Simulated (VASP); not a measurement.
# Bi2Se3 (R-3m) in VASP: a series of runs

Runs on Bi2Se3. Level: PBE. Tasks: single point, relaxation of shape and atoms at fixed volume.

Program: VASP 6.6.1. These are calculated values, not measurements. Logs are shortened: lines on timing, memory, paths and dates and some standing lists are left out, and cuts for length are marked.

### 1 The cell of the first run

The structure is trigonal, space group R-3m (No. 166). Conventional cell: a = 4.186 Å, b = 4.186 Å, c = 34.451 Å, α = 90.00°, β = 90.00°, γ = 120.00°. Bi (site symmetry 3m) has 6 Se at 2.88 to 3.11 Å within 3.8 Å. Within 4.1 Å of Se (site symmetry -3m) lie 6 Bi at 3.11 Å. Within 3.8 Å of Se (site symmetry 3m) lie 3 Bi at 2.88 Å.

### 2 Single point, PBE (volume scaled by 1.10, then relaxed in part)

INCAR

```
SYSTEM = Bi2Se3
PREC = Accurate
ENCUT = 520
EDIFF = 1E-6
ISMEAR = 0
SIGMA = 0.02
LREAL = .FALSE.
LASPH = .TRUE.
NELM = 100
ALGO = Normal
ISIF = 2
LWAVE = .FALSE.
LCHARG = .FALSE.
GGA = PE
NBANDS = 32
```

KPOINTS

```
regular mesh
0
G
  6 6 6
  0 0 0
```

POSCAR

```
Bi2Se3
1.0
    2.0930880716      1.2084449616     11.4836672479
   -2.0930880716      1.2084449616     11.4836672479
    0.0000000000     -2.4168899232     11.4836672479
Bi Se
2 3
Direct
    0.3899927678      0.3899927678      0.3899927678
    0.6100072322      0.6100072322      0.6100072322
    0.0000000000      0.0000000000      0.0000000000
    0.2312315478      0.2312315478      0.2312315478
    0.7687684522      0.7687684522      0.7687684522
```

Potentials or basis: VASP PAW PBE potentials, release 64 (Bi_d, Se).

Command:

```console
cat potpaw_PBE.64/Bi_d/POTCAR potpaw_PBE.64/Se/POTCAR > POTCAR
mpirun -np 1 vasp_std > vasp.out
```

OUTCAR:

```text
SYSTEM = Bi2Se3
   PREC = Accurate
   ENCUT = 520
   EDIFF = 1E-6
   ISMEAR = 0
   LREAL = .FALSE.
   LASPH = .TRUE.
   NELM = 100
   ISIF = 2
   GGA = PE

 ion  position               nearest neighbor table
   1  0.390  0.390  0.390-   5 2.88   5 2.88   5 2.88   3 3.11   3 3.11   3 3.11
   2  0.610  0.610  0.610-   4 2.88   4 2.88   4 2.88   3 3.11   3 3.11   3 3.11
   3  0.000  0.000  0.000-   2 3.11   2 3.11   1 3.11   1 3.11   2 3.11   1 3.11
   4  0.231  0.231  0.231-   2 2.88   2 2.88   2 2.88
   5  0.769  0.769  0.769-   1 2.88   1 2.88   1 2.88

  LATTYP: Found a trigonal (rhomboedric) cell.
 ALAT       =    11.7352447934
 COS(alpha) =     0.9363760403

  Lattice vectors:

 A1 = (   2.0930880716,   1.2084449616,  11.4836672479)
 A2 = (  -2.0930880716,   1.2084449616,  11.4836672479)
 A3 = (   0.0000000000,  -2.4168899232,  11.4836672479)

Analysis of symmetry for initial positions (statically):
=====================================================================
 Subroutine PRICEL returns:
 Original cell was already a primitive cell.

 Routine SETGRP: Setting up the symmetry group for a
 trigonal (rhombohedral) supercell.

 Subroutine GETGRP returns: Found 12 space group operations
 (whereof 12 operations were pure point group operations)
 out of a pool of 12 trial point group operations.

The static configuration has the point symmetry D_3d.

Analysis of symmetry for dynamics (positions and initial velocities):
=====================================================================
 Subroutine PRICEL returns:
 Original cell was already a primitive cell.

 Routine SETGRP: Setting up the symmetry group for a
 trigonal (rhombohedral) supercell.

 Subroutine GETGRP returns: Found 12 space group operations
 (whereof 12 operations were pure point group operations)
 out of a pool of 12 trial point group operations.

The dynamic configuration has the point symmetry D_3d.

 Subroutine INISYM returns: Found 12 space group operations
 (whereof 12 operations are pure point group operations),
 and found     1 'primitive' translations

----------------------------------------------------------------------------------------

                                     Primitive cell

  volume of cell :     174.2795

  direct lattice vectors                    reciprocal lattice vectors
     2.093088072  1.208444962 11.483667248     0.238881491  0.137918293  0.029026732
    -2.093088072  1.208444962 11.483667248    -0.238881491  0.137918293  0.029026732
     0.000000000 -2.416889923 11.483667248     0.000000000 -0.275836587  0.029026732

  length of vectors
    11.735244793 11.735244793 11.735244793     0.277359647  0.277359647  0.277359647

  position of ions in fractional coordinates (direct lattice)
     0.389992768  0.389992768  0.389992768
     0.610007232  0.610007232  0.610007232
     0.000000000  0.000000000  0.000000000
     0.231231548  0.231231548  0.231231548
     0.768768452  0.768768452  0.768768452

  ion indices of the primitive-cell ions
   primitive index   ion index
                 1           1
                 2           2
                 3           3
                 4           4
                 5           5

----------------------------------------------------------------------------------------

 KPOINTS: regular mesh

Automatic generation of k-mesh.
 Grid dimensions read from file:
 generate k-points for:    6    6    6

 Generating k-lattice:

  Cartesian coordinates                     Fractional coordinates (reciprocal lattice)
     0.039813582  0.022986382  0.004837789     0.166666667 -0.000000000 -0.000000000
    -0.039813582  0.022986382  0.004837789    -0.000000000  0.166666667 -0.000000000
     0.000000000 -0.045972764  0.004837789    -0.000000000 -0.000000000  0.166666667

  Length of vectors
     0.046226608  0.046226608  0.046226608

  Shift w.r.t. Gamma in fractional coordinates (k-lattice)
     0.000000000  0.000000000  0.000000000

 Subroutine IBZKPT returns following result:
 ===========================================

 Found     32 irreducible k-points:

 Following reciprocal coordinates:
            Coordinates               Weight
  0.000000  0.000000  0.000000      1.000000
  0.166667  0.000000 -0.000000      6.000000
  0.333333  0.000000  0.000000      6.000000
  0.500000  0.000000 -0.000000      3.000000
  0.166667  0.166667 -0.000000      6.000000
  0.333333  0.166667  0.000000     12.000000
[... 16 lines left out ...]
  0.500000  0.500000  0.166667      6.000000
 -0.333333  0.500000  0.166667     12.000000
 [... further k-points ...]
   k-points           NKPTS =     32   k-points in BZ     NKDIM =     32   number of bands    NBANDS=     32
   number of dos      NEDOS =    301   number of ions     NIONS =      5
   total plane-waves  NPLWV = 729000
   dimension x,y,z NGX =    90 NGY =   90 NGZ =   90
   dimension x,y,z NGXF=   180 NGYF=  180 NGZF=  180
   ions per type =               2   3
   NGX,Y,Z   is equivalent  to a cutoff of  12.75, 12.75, 12.75 a.u.
   NGXF,Y,Z  is equivalent  to a cutoff of  25.50, 25.50, 25.50 a.u.
 SYSTEM =  Bi2Se3
   PREC   = accura    normal or accurate (medium, high low for compatibility)
   ISTART =      0    job   : 0-new  1-cont  2-samecut
   ICHARG =      2    charge: 1-file 2-atom 10-const
   ISPIN  =      1    spin polarized calculation?
   LNONCOLLINEAR =      F non collinear calculations
   LSORBIT =      F    spin-orbit coupling
   LASPH  =      T    aspherical Exc in radial PAW
   ENCUT  =  520.0 eV  38.22 Ry    6.18 a.u.  21.82 21.82 21.82*2*pi/ulx,y,z
   NELM   =    100;   NELMIN=  2; NELMDL= -5     # of ELM steps
   EDIFF  = 0.1E-05   stopping-criterion for ELM
   LREAL  =      F    real-space projection
   EDIFFG = 0.1E-04   stopping-criterion for IOM
   NSW    =      0    number of steps for IOM
   IBRION =     -1    ionic relax: 0-MD 1-quasi-New 2-CG
   NFREE  =      0    steps in history (QN), initial steepest desc. (CG)
   ISIF   =      2    stress and relaxation
   ISYM   =      2    0-nonsym 1-usesym 2-fastsym
   POTIM  = 0.5000    time-step for ionic-motion
   TEBEG  =    0.0;   TEEND  =   0.0 temperature during run
   PSTRESS=    0.0 pullay stress
   NELECT =      48.0000    total number of electrons
   NUPDOWN=      -1.0000    fix difference up-down
   EMIN   =  10.00;   EMAX   =-10.00  energy-range for DOS
   EFERMI =   0.00;   METHOD = LEGACY
   ISMEAR =     0;   SIGMA  =   0.02  broadening in eV -4-tet -1-fermi 0-gaus
   EFERMI_NEDOS =   21; number of points for ismear=-14 and -15
   IALGO  =     38    algorithm
   IMIX   =      4    mixing-type and parameters
     AMIX     =   0.40;   BMIX     =  1.00
     AMIX_MAG =   1.60;   BMIX_MAG =  1.00
  volume/ion in A,a.u.               =      34.86       235.22
  Fermi-wavevector in a.u.,A,eV,Ry     =   1.065140  2.012822 15.436112  1.134522
  Thomas-Fermi vector in A             =   2.200681
   LORBIT       =      0    0 simple, 1 ext, 2 COOP (PROOUT), +10 PAW based schemes
   GGA     = PE    functional components
   LHFCALC =     F    Hartree Fock is set to
   AEXX    =    0.0000 exact exchange contribution
   IVDW    =     0    specifies the selected vdW correction
   LEPSILON=     F    determine dielectric tensor
   LRPA    =     F    only Hartree local field effects (RPA)
 non-spin polarized calculation
 Gauss-broadening in eV      SIGMA  =   0.02
  energy-cutoff  :      520.00
  volume of cell :      174.28
 maximum number of plane-waves:      4740
 NGX is ok and might be reduce to    90
   NGX = 43   NGY = 43   NGZ = 43

 number of electron      48.0000000 magnetization

 Free energy of the ion-electron system (eV)
  ---------------------------------------------------
  ext. energy  EPLUGINS =         0.00000000
  ---------------------------------------------------
  free energy    TOTEN  =       -20.22864546 eV

  energy without entropy =      -20.22864546  energy(sigma->0) =      -20.22864546

 E-fermi :   2.6026     XC(G=0):  -8.2873

 val. band max:        2.4239737584   @ k =   0.5000   0.5000   0.3333
 cond. band min:       3.2617960056   @ k =   0.0000   0.0000   0.0000
 fundamental gap:      0.8378222472
 Fermi energy:         2.6025778895

 k-point     1 :       0.0000    0.0000    0.0000
  band No.  band energies     occupation
      1     -20.1306      2.00000
      2     -20.1306      2.00000
      3     -20.1293      2.00000
      4     -20.1293      2.00000
      5     -20.1262      2.00000
      6     -20.1242      2.00000
[... 24 lines left out ...]
     31       8.4217      0.00000
     32       9.0158      0.00000

 k-point     2 :       0.1667    0.0000   -0.0000
  band No.  band energies     occupation
      1     -20.1337      2.00000
      2     -20.1319      2.00000
      3     -20.1250      2.00000
      4     -20.1237      2.00000
      5     -20.1227      2.00000
      6     -20.1207      2.00000
[... 24 lines left out ...]
     31       8.3798      0.00000
     32       8.9680      0.00000

 k-point     3 :       0.3333    0.0000    0.0000
  band No.  band energies     occupation
      1     -20.1417      2.00000
      2     -20.1386      2.00000
      3     -20.1254      2.00000
      4     -20.1213      2.00000
      5     -20.1192      2.00000
      6     -20.1162      2.00000
[... 24 lines left out ...]
     31       7.4335      0.00000
     32       9.4038      0.00000

 k-point     4 :       0.5000    0.0000   -0.0000
  band No.  band energies     occupation
      1     -20.1463      2.00000
      2     -20.1424      2.00000
      3     -20.1278      2.00000
      4     -20.1235      2.00000
      5     -20.1198      2.00000
      6     -20.1157      2.00000
[... 654 lines left out ...]
     31       7.8785      0.00000
     32       9.6707      0.00000

 k-point    23 :       0.5000    0.5000    0.1667
  band No.  band energies     occupation
      1     -20.1417      2.00000
      2     -20.1386      2.00000
      3     -20.1254      2.00000
      4     -20.1213      2.00000
      5     -20.1191      2.00000
      6     -20.1162      2.00000
[... 24 lines left out ...]
     31       7.4420      0.00000
     32       9.0688      0.00000

 k-point    24 :      -0.3333    0.5000    0.1667
  band No.  band energies     occupation
      1     -20.1403      2.00000
      2     -20.1372      2.00000
      3     -20.1245      2.00000
      4     -20.1229      2.00000
      5     -20.1207      2.00000
      6     -20.1183      2.00000
[... 24 lines left out ...]
     31       7.9015      0.00000
     32       9.3892      0.00000

 [... further k-points ...]

------------------------ aborting loop because EDIFF is reached ----------------------------------------

  FORCE on cell =-STRESS in cart. coord.  units (eV):
  Direction    XX          YY          ZZ          XY          YZ          ZX
  --------------------------------------------------------------------------------------
  -------------------------------------------------------------------------------------
  Total       -0.0762208     -0.0762208     -0.0740678      0.0000000     -0.0000000      0.0000000
  in kB       -0.7007090     -0.7007090     -0.6809167      0.0000000     -0.0000000      0.0000000
  external PRESSURE =      -0.6941116 kB  Pullay stress =       0.0000000 kB

 VOLUME and BASIS-vectors are now :
 -----------------------------------------------------------------------------
  energy-cutoff  :      520.00
  volume of cell :      174.28
      direct lattice vectors                 reciprocal lattice vectors
     2.093088072  1.208444962 11.483667248     0.238881491  0.137918293  0.029026732
    -2.093088072  1.208444962 11.483667248    -0.238881491  0.137918293  0.029026732
     0.000000000 -2.416889923 11.483667248     0.000000000 -0.275836587  0.029026732

 POSITION                                       TOTAL-FORCE (eV/Angst)
 -----------------------------------------------------------------------------------
      0.00000      0.00000     13.43564         0.000000      0.000000     -0.008097
      0.00000      0.00000     21.01536         0.000000      0.000000      0.008097
      0.00000      0.00000      0.00000         0.000000      0.000000     -0.000000
      0.00000      0.00000      7.96616         0.000000      0.000000     -0.010272
      0.00000      0.00000     26.48484         0.000000     -0.000000      0.010272
 -----------------------------------------------------------------------------------
    total drift:                                0.000000      0.000000      0.000000

  FREE ENERGIE OF THE ION-ELECTRON SYSTEM (eV)
  ---------------------------------------------------
  free  energy   TOTEN  =       -20.2286454630 eV

  energy  without entropy=      -20.2286454630  energy(sigma->0) =      -20.22864546
```

It took 16 min on 1 thread of Intel Xeon 6975P-C (Granite Rapids), shared host; peak memory 1.3 GiB.

What came out:

| Item | Value |
| --- | --- |
| Free energy | -20.2286 eV |
| Pressure | -0.1 GPa |
| Largest force | 0.010 eV/Å |
| Band gap on the k mesh | 0.84 eV, indirect (least direct gap 1.07 eV) |

Forces in eV/Å, atoms in the order of the input:
```
Bi   0.000  0.000 -0.008
Bi   0.000  0.000  0.008
Se   0.000  0.000  0.000
Se   0.000  0.000 -0.010
Se   0.000  0.000  0.010
```

Caveat: spin-orbit coupling is left out, which moves the levels of the heavy elements. A k mesh can miss the band edges.

(Continued in part 2 of 2.)
